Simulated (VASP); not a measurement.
Here is a VASP 6.6.1 calculation.

INCAR

```
SYSTEM = SnTe
  ALGO = Normal
  EDIFF = 1E-7
  ENCUT = 520
  GGA = PE
  ISIF = 2
  ISMEAR = 0
  LASPH = .True.
  LCHARG = .False.
  LREAL = .False.
  LWAVE = .False.
  NBANDS = 17
  NELM = 60
  PREC = Accurate
  SIGMA = 0.03
```

File KPOINTS:

```
k-points
0
Gamma
  10 10 10
  0 0 0
```

File POSCAR:

```
SnTe
1.0
    0.0000000000      3.0302400000      3.4090200000
    3.0302400000      0.0000000000      3.4090200000
    3.0302400000      3.0302400000      0.0000000000
Sn Te
1 1
Direct
    0.0000000000      0.0000000000      0.0000000000
    0.5000000000      0.5000000000      0.5000000000
```

Potentials or basis: VASP PAW PBE potentials, release 64 (Sn_d, Te).

Launch:

```bash
$ cat potpaw_PBE.64/Sn_d/POTCAR potpaw_PBE.64/Te/POTCAR > POTCAR
$ mpirun -np 1 vasp_std > vasp.out
```

(1) Predict the band gap on the k mesh.

(2) What does it give for the pressure?

## Answers

(1) zero (band 10 reaches 7.12 eV, above the bottom of band 11 at 6.90 eV).

(2) 3.8 GPa.

Caveat: the cell differs from its parent crystal (strain -0.040 along x and y, +0.080 along z); spin-orbit coupling is left out, which moves the levels of the heavy elements.
